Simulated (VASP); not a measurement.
# CdTe (F-43m) in VASP: notebook

CdTe is run at these levels: r2SCAN, PBE, HSE06; tasks: single point.

All numbers are computed with VASP 6.6.1; they aren't measurements. Logs are shortened: lines on timing, memory, paths and dates and some standing lists are left out, and cuts for length are marked.

### Step 1. The cell of the first run

It takes space group F-43m (No. 216, cubic). Conventional cell: a = 6.560 Å, b = 6.560 Å, c = 6.560 Å, α = 90.00°, β = 90.00°, γ = 90.00°. Cd (site symmetry -43m) has 4 Te at 2.84 Å within 3.7 Å. Within 3.7 Å of Te (site symmetry -43m) lie 4 Cd at 2.84 Å.

### Step 2. Single point, r2SCAN

Input file POSCAR:

```
CdTe
1.0
    0.0000000000      3.2799551166      3.2799551166
    3.2799551166      0.0000000000      3.2799551166
    3.2799551166      3.2799551166      0.0000000000
Cd Te
1 1
Direct
    0.0000000000      0.0000000000      0.0000000000
    0.2500000000      0.2500000000      0.2500000000
```

Input file INCAR.step1:

```
  PREC = Accurate
  ENCUT = 520
  ISMEAR = 0
  SIGMA = 0.01
  LREAL = F
  LASPH = T
  NELM = 60
  NBANDS = 16
  GGA = PE
  ALGO = Normal
  EDIFF = 1E-4
  LWAVE = T
  LCHARG = F
```

Input file INCAR.step2:

```
  PREC = Accurate
  ENCUT = 520
  EDIFF = 1E-7
  ISMEAR = 0
  SIGMA = 0.01
  LREAL = F
  LASPH = T
  NELM = 60
  ALGO = Normal
  ISIF = 2
  LWAVE = F
  LCHARG = F
  METAGGA = R2SCAN
  LMIXTAU = T
  NBANDS = 16
  ISTART = 1
```

Input file KPOINTS:

```
Automatic mesh
0
Gamma
  4 4 4
```

Potentials or basis: VASP PAW PBE potentials, release 64 (Cd, Te).

Command:

```sh
$ cat potpaw_PBE.64/Cd/POTCAR potpaw_PBE.64/Te/POTCAR > POTCAR
$ cp INCAR.step1 INCAR
$ mpirun -np 1 vasp_std > vasp.out
$ cp INCAR.step2 INCAR
$ mpirun -np 1 vasp_std > vasp.out
```

OUTCAR:

```text
PREC = Accurate
   ENCUT = 520
   EDIFF = 1E-7
   ISMEAR = 0
   LREAL = F
   LASPH = T
   NELM = 60
   ISIF = 2
   METAGGA = R2SCAN
   ISTART = 1

 ion  position               nearest neighbor table
   1  0.000  0.000  0.000-   2 2.84   2 2.84   2 2.84   2 2.84
   2  0.250  0.250  0.250-   1 2.84   1 2.84   1 2.84   1 2.84

  LATTYP: Found a face centered cubic cell.
 ALAT       =     6.5599102332

  Lattice vectors:

 A1 = (   0.0000000000,   3.2799551166,   3.2799551166)
 A2 = (   3.2799551166,   0.0000000000,   3.2799551166)
 A3 = (   3.2799551166,   3.2799551166,   0.0000000000)

Analysis of symmetry for initial positions (statically):
=====================================================================
 Subroutine PRICEL returns:
 Original cell was already a primitive cell.

 Routine SETGRP: Setting up the symmetry group for a
 face centered cubic supercell.

 Subroutine GETGRP returns: Found 24 space group operations
 (whereof 24 operations were pure point group operations)
 out of a pool of 48 trial point group operations.

The static configuration has the point symmetry T_d .

Analysis of symmetry for dynamics (positions and initial velocities):
=====================================================================
 Subroutine PRICEL returns:
 Original cell was already a primitive cell.

 Routine SETGRP: Setting up the symmetry group for a
 face centered cubic supercell.

 Subroutine GETGRP returns: Found 24 space group operations
 (whereof 24 operations were pure point group operations)
 out of a pool of 48 trial point group operations.

The dynamic configuration has the point symmetry T_d .

 Subroutine INISYM returns: Found 24 space group operations
 (whereof 24 operations are pure point group operations),
 and found     1 'primitive' translations

----------------------------------------------------------------------------------------

                                     Primitive cell

  volume of cell :      70.5722

  direct lattice vectors                    reciprocal lattice vectors
     0.000000000  3.279955117  3.279955117    -0.152441110  0.152441110  0.152441110
     3.279955117  0.000000000  3.279955117     0.152441110 -0.152441110  0.152441110
     3.279955117  3.279955117  0.000000000     0.152441110  0.152441110 -0.152441110

  length of vectors
     4.638557010  4.638557010  4.638557010     0.264035748  0.264035748  0.264035748

  position of ions in fractional coordinates (direct lattice)
     0.000000000  0.000000000  0.000000000
     0.250000000  0.250000000  0.250000000

  ion indices of the primitive-cell ions
   primitive index   ion index
                 1           1
                 2           2

----------------------------------------------------------------------------------------

 KPOINTS: Automatic mesh

Automatic generation of k-mesh.
 Grid dimensions read from file:
 generate k-points for:    4    4    4

 Generating k-lattice:

  Cartesian coordinates                     Fractional coordinates (reciprocal lattice)
    -0.038110278  0.038110278  0.038110278     0.250000000  0.000000000  0.000000000
     0.038110278 -0.038110278  0.038110278     0.000000000  0.250000000  0.000000000
     0.038110278  0.038110278 -0.038110278     0.000000000  0.000000000  0.250000000

  Length of vectors
     0.066008937  0.066008937  0.066008937

  Shift w.r.t. Gamma in fractional coordinates (k-lattice)
     0.000000000  0.000000000  0.000000000

 Subroutine IBZKPT returns following result:
 ===========================================

 Found      8 irreducible k-points:

 Following reciprocal coordinates:
            Coordinates               Weight
  0.000000  0.000000  0.000000      1.000000
  0.250000  0.000000  0.000000      8.000000
  0.500000  0.000000  0.000000      4.000000
  0.250000  0.250000  0.000000      6.000000
  0.500000  0.250000  0.000000     24.000000
 -0.250000  0.250000  0.000000     12.000000
  0.500000  0.500000  0.000000      3.000000
 -0.250000  0.500000  0.250000      6.000000
   k-points           NKPTS =      8   k-points in BZ     NKDIM =      8   number of bands    NBANDS=     16
   number of dos      NEDOS =    301   number of ions     NIONS =      2
   total plane-waves  NPLWV =  46656
   dimension x,y,z NGX =    36 NGY =   36 NGZ =   36
   dimension x,y,z NGXF=    72 NGYF=   72 NGZF=   72
   ions per type =               1   1
   NGX,Y,Z   is equivalent  to a cutoff of  12.90, 12.90, 12.90 a.u.
   NGXF,Y,Z  is equivalent  to a cutoff of  25.80, 25.80, 25.80 a.u.
 SYSTEM =  unknown system
   PREC   = accura    normal or accurate (medium, high low for compatibility)
   ISTART =      1    job   : 0-new  1-cont  2-samecut
   ICHARG =      0    charge: 1-file 2-atom 10-const
   ISPIN  =      1    spin polarized calculation?
   LNONCOLLINEAR =      F non collinear calculations
   LSORBIT =      F    spin-orbit coupling
   LASPH  =      T    aspherical Exc in radial PAW
   ENCUT  =  520.0 eV  38.22 Ry    6.18 a.u.   8.62  8.62  8.62*2*pi/ulx,y,z
   NELM   =     60;   NELMIN=  2; NELMDL=  0     # of ELM steps
   EDIFF  = 0.1E-06   stopping-criterion for ELM
   LREAL  =      F    real-space projection
   EDIFFG = 0.1E-05   stopping-criterion for IOM
   NSW    =      0    number of steps for IOM
   IBRION =     -1    ionic relax: 0-MD 1-quasi-New 2-CG
   NFREE  =      0    steps in history (QN), initial steepest desc. (CG)
   ISIF   =      2    stress and relaxation
   ISYM   =      2    0-nonsym 1-usesym 2-fastsym
   POTIM  = 0.5000    time-step for ionic-motion
   TEBEG  =    0.0;   TEEND  =   0.0 temperature during run
   PSTRESS=    0.0 pullay stress
   NELECT =      18.0000    total number of electrons
   NUPDOWN=      -1.0000    fix difference up-down
   EMIN   =  10.00;   EMAX   =-10.00  energy-range for DOS
   EFERMI =   0.00;   METHOD = LEGACY
   ISMEAR =     0;   SIGMA  =   0.01  broadening in eV -4-tet -1-fermi 0-gaus
   EFERMI_NEDOS =   21; number of points for ismear=-14 and -15
   IALGO  =     38    algorithm
   IMIX   =      4    mixing-type and parameters
     AMIX     =   0.40;   BMIX     =  1.00
     AMIX_MAG =   1.60;   BMIX_MAG =  1.00
  volume/ion in A,a.u.               =      35.29       238.12
  Fermi-wavevector in a.u.,A,eV,Ry     =   1.038216  1.961944 14.665621  1.077893
  Thomas-Fermi vector in A             =   2.172690
   LORBIT       =      0    0 simple, 1 ext, 2 COOP (PROOUT), +10 PAW based schemes
   METAGGA = R2SCAN    functional components
   LHFCALC =     F    Hartree Fock is set to
   AEXX    =    0.0000 exact exchange contribution
   IVDW    =     0    specifies the selected vdW correction
   LEPSILON=     F    determine dielectric tensor
   LRPA    =     F    only Hartree local field effects (RPA)
 non-spin polarized calculation
 Gauss-broadening in eV      SIGMA  =   0.01
  energy-cutoff  :      520.00
  volume of cell :       70.57
 maximum number of plane-waves:      1924
 NGX is ok and might be reduce to    36
   NGX = 17   NGY = 17   NGZ = 17

 number of electron      18.0000006 magnetization

 Free energy of the ion-electron system (eV)
  ---------------------------------------------------
  ext. energy  EPLUGINS =         0.00000000
  ---------------------------------------------------
  free energy    TOTEN  =       -46.59468560 eV

  energy without entropy =      -46.59468560  energy(sigma->0) =      -46.59468560

 E-fermi :   1.8408     XC(G=0):  -8.9273

 val. band max:        1.7968864323   @ k =   0.0000   0.0000   0.0000
 cond. band min:       2.9416868289   @ k =   0.0000   0.0000   0.0000
 fundamental gap:      1.1448003966
 Fermi energy:         1.8408039378

 k-point     1 :       0.0000    0.0000    0.0000
  band No.  band energies     occupation
      1      -9.5157      2.00000
      2      -6.6735      2.00000
      3      -6.6735      2.00000
      4      -6.6735      2.00000
      5      -6.4185      2.00000
      6      -6.4185      2.00000
[... 8 lines left out ...]
     15      11.5516      0.00000
     16      11.5516      0.00000

 k-point     2 :       0.2500    0.0000    0.0000
  band No.  band energies     occupation
      1      -9.3264      2.00000
      2      -6.6393      2.00000
      3      -6.6393      2.00000
      4      -6.4686      2.00000
      5      -6.4186      2.00000
      6      -6.4186      2.00000
[... 8 lines left out ...]
     15      10.6573      0.00000
     16      10.6573      0.00000

 k-point     3 :       0.5000    0.0000    0.0000
  band No.  band energies     occupation
      1      -9.1420      2.00000
      2      -6.6121      2.00000
      3      -6.6121      2.00000
      4      -6.4102      2.00000
      5      -6.4102      2.00000
      6      -6.0691      2.00000
[... 8 lines left out ...]
     15      12.5848      0.00000
     16      12.5848      0.00000

 k-point     4 :       0.2500    0.2500    0.0000
  band No.  band energies     occupation
      1      -9.2654      2.00000
      2      -6.6001      2.00000
      3      -6.6001      2.00000
      4      -6.5058      2.00000
      5      -6.4040      2.00000
      6      -6.3837      2.00000
[... 8 lines left out ...]
     15      12.1056      0.00000
     16      12.8528      0.00000

 k-point     5 :       0.5000    0.2500    0.0000
  band No.  band energies     occupation
      1      -9.0862      2.00000
      2      -6.5786      2.00000
      3      -6.5636      2.00000
      4      -6.4548      2.00000
      5      -6.4032      2.00000
      6      -6.0127      2.00000
[... 8 lines left out ...]
     15      12.7722      0.00000
     16      13.2852      0.00000

 k-point     6 :      -0.2500    0.2500    0.0000
  band No.  band energies     occupation
      1      -9.1443      2.00000
      2      -6.5976      2.00000
      3      -6.5931      2.00000
      4      -6.4250      2.00000
      5      -6.4240      2.00000
      6      -6.1394      2.00000
[... 8 lines left out ...]
     15      11.8212      0.00000
     16      13.3573      0.00000

 k-point     7 :       0.5000    0.5000    0.0000
  band No.  band energies     occupation
      1      -9.0293      2.00000
      2      -6.5186      2.00000
      3      -6.5186      2.00000
      4      -6.5103      2.00000
      5      -6.3894      2.00000
      6      -5.9279      2.00000
[... 8 lines left out ...]
     15      13.0649      0.00000
     16      13.7956      0.00000

 k-point     8 :      -0.2500    0.5000    0.2500
  band No.  band energies     occupation
      1      -9.0308      2.00000
      2      -6.5553      2.00000
      3      -6.5478      2.00000
      4      -6.4461      2.00000
      5      -6.4168      2.00000
      6      -5.8554      2.00000
[... 8 lines left out ...]
     15      13.3010      0.00000
     16      13.6164      0.00000

------------------------ aborting loop because EDIFF is reached ----------------------------------------

  FORCE on cell =-STRESS in cart. coord.  units (eV):
  Direction    XX          YY          ZZ          XY          YZ          ZX
  --------------------------------------------------------------------------------------
  -------------------------------------------------------------------------------------
  Total        0.1162905      0.1162905      0.1162905     -0.0000000     -0.0000000      0.0000000
  in kB        2.6401045      2.6401045      2.6401045     -0.0000000     -0.0000000      0.0000000
  external PRESSURE =       2.6401045 kB  Pullay stress =       0.0000000 kB

 VOLUME and BASIS-vectors are now :
 -----------------------------------------------------------------------------
  energy-cutoff  :      520.00
  volume of cell :       70.57
      direct lattice vectors                 reciprocal lattice vectors
     0.000000000  3.279955117  3.279955117    -0.152441110  0.152441110  0.152441110
     3.279955117  0.000000000  3.279955117     0.152441110 -0.152441110  0.152441110
     3.279955117  3.279955117  0.000000000     0.152441110  0.152441110 -0.152441110

 POSITION                                       TOTAL-FORCE (eV/Angst)
 -----------------------------------------------------------------------------------
      0.00000      0.00000      0.00000        -0.000000     -0.000000     -0.000000
      1.63998      1.63998      1.63998         0.000000      0.000000      0.000000
 -----------------------------------------------------------------------------------
    total drift:                               -0.000001     -0.000001     -0.000001

  FREE ENERGIE OF THE ION-ELECTRON SYSTEM (eV)
  ---------------------------------------------------
  free  energy   TOTEN  =       -46.5946856010 eV

  energy  without entropy=      -46.5946856010  energy(sigma->0) =      -46.59468560
```

Run time: 37 s. Hardware: 1 thread of Intel Xeon 6975P-C, shared host; peak memory 0.22 GiB.

What came out:

- Free energy: -46.5947 eV
- Pressure: 0.3 GPa
- Band gap on the k mesh: 1.14 eV, direct

Caveat: the PAW data sets were made with another functional, which shifts forces and pressure a little; spin-orbit coupling is left out, which moves the levels of the heavy elements. r2SCAN opens gaps a little over a GGA but as a rule still falls short of measured ones.

### Step 3. Single point, PBE

Input file INCAR:

```
PREC = Accurate
ENCUT = 520
EDIFF = 1E-6
ISMEAR = 0
SIGMA = 0.01
LREAL = F
LASPH = T
NELM = 60
ALGO = Normal
ISIF = 2
LWAVE = F
LCHARG = F
GGA = PE
NBANDS = 16
```

Input file KPOINTS:

```
Automatic mesh
0
Gamma
  6 6 6
```

POSCAR is that of step 2.

Potentials or basis: VASP PAW PBE potentials, release 64 (Cd, Te).

Command:

```sh
$ cat potpaw_PBE.64/Cd/POTCAR potpaw_PBE.64/Te/POTCAR > POTCAR
$ mpirun -np 1 vasp_std > vasp.out
```

OUTCAR:

```text
PREC = Accurate
   ENCUT = 520
   EDIFF = 1E-6
   ISMEAR = 0
   LREAL = F
   LASPH = T
   NELM = 60
   ISIF = 2
   GGA = PE

 ion  position               nearest neighbor table
   1  0.000  0.000  0.000-   2 2.84   2 2.84   2 2.84   2 2.84
   2  0.250  0.250  0.250-   1 2.84   1 2.84   1 2.84   1 2.84

  LATTYP: Found a face centered cubic cell.
 ALAT       =     6.5599102332

  Lattice vectors:

 A1 = (   0.0000000000,   3.2799551166,   3.2799551166)
[... 480 lines left out ...]
------------------------ aborting loop because EDIFF is reached ----------------------------------------

  FORCE on cell =-STRESS in cart. coord.  units (eV):
  Direction    XX          YY          ZZ          XY          YZ          ZX
  --------------------------------------------------------------------------------------
  -------------------------------------------------------------------------------------
  Total        0.4992600      0.4992600      0.4992600      0.0000000      0.0000000     -0.0000000
  in kB       11.3345345     11.3345345     11.3345345      0.0000000      0.0000000     -0.0000000
  external PRESSURE =      11.3345345 kB  Pullay stress =       0.0000000 kB

 VOLUME and BASIS-vectors are now :
 -----------------------------------------------------------------------------
  energy-cutoff  :      520.00
  volume of cell :       70.57
      direct lattice vectors                 reciprocal lattice vectors
     0.000000000  3.279955117  3.279955117    -0.152441110  0.152441110  0.152441110
     3.279955117  0.000000000  3.279955117     0.152441110 -0.152441110  0.152441110
     3.279955117  3.279955117  0.000000000     0.152441110  0.152441110 -0.152441110

 POSITION                                       TOTAL-FORCE (eV/Angst)
 -----------------------------------------------------------------------------------
      0.00000      0.00000      0.00000        -0.000000     -0.000000     -0.000000
      1.63998      1.63998      1.63998         0.000000      0.000000      0.000000
 -----------------------------------------------------------------------------------
    total drift:                               -0.000000     -0.000000     -0.000000

  FREE ENERGIE OF THE ION-ELECTRON SYSTEM (eV)
  ---------------------------------------------------
  free  energy   TOTEN  =        -4.7998161838 eV

  energy  without entropy=       -4.7998161838  energy(sigma->0) =       -4.79981618
```

stdout:

```text
POSCAR found type information on POSCAR CdTe
 POSCAR found :  2 types and       2 ions
 scaLAPACK will be used
 LDA part: xc-table for (Slater+PW92), standard interpolation
 POSCAR, INCAR and KPOINTS ok, starting setup
 FFT: planning ... GRIDC
 FFT: planning ... GRID_SOFT
 FFT: planning ... GRID
 WAVECAR not read
 entering main loop
```

It took 17 s on 1 thread of Intel Xeon 6975P-C, shared host; peak memory 0.21 GiB.

What came out:

| Quantity | Value |
| --- | --- |
| Free energy | -4.7998 eV |
| Pressure | 1.1 GPa |
| Band gap on the k mesh | 0.66 eV, direct |

Caveat: spin-orbit coupling is left out, which moves the levels of the heavy elements.

(Part 1 of 2 ends here.)
